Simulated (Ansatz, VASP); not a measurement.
**Two plane-wave programs on Al2Cu**

```
CELL_PARAMETERS angstrom
-2.04460 2.04460 2.95877
2.04460 -2.04460 2.95877
2.04460 2.04460 -2.95877
ATOMIC_POSITIONS crystal
Al 0.73444 0.23444 0.50000
Al 0.26556 0.76556 0.50000
Cu 0.50000 0.50000 0.00000
```

Change from the starting cell: mode 9 frozen in at -0.090 Å, normal strain along z +0.0233.

Alike in both runs: task single point; functional PBE; k mesh 14 × 14 × 14; occupations gaussian, width 0.15 eV; no spin polarisation.

```csv
,VASP,Ansatz
version,VASP 6.6.1,Ansatz 0.2.0
potentials or method,"VASP PAW PBE potentials, release 64 (Al, Cu), cutoff 520 eV","scalar-relativistic, plane waves, PAW"
valence electrons in the cell,17,25
```

```tsv
	VASP	Ansatz	Ansatz less VASP
gap on the k mesh at the Fermi level (eV)	none	none	-
pressure (GPa)	-0.6	-1.5	-0.83
traceless stress, the component that is largest in VASP (GPa)	2.88	2.87	-0.009
rms of the force components (eV/Å)	0.271	0.272	+0.0002
```

Atom by atom the forces differ by 0.000 eV/Å (rms over components). A gap of «none» marks a metal or a gap that the smearing closes. VASP's potentials hold 17 valence electrons a cell and Ansatz's 25, so a difference there can come from the potentials and not from the codes.
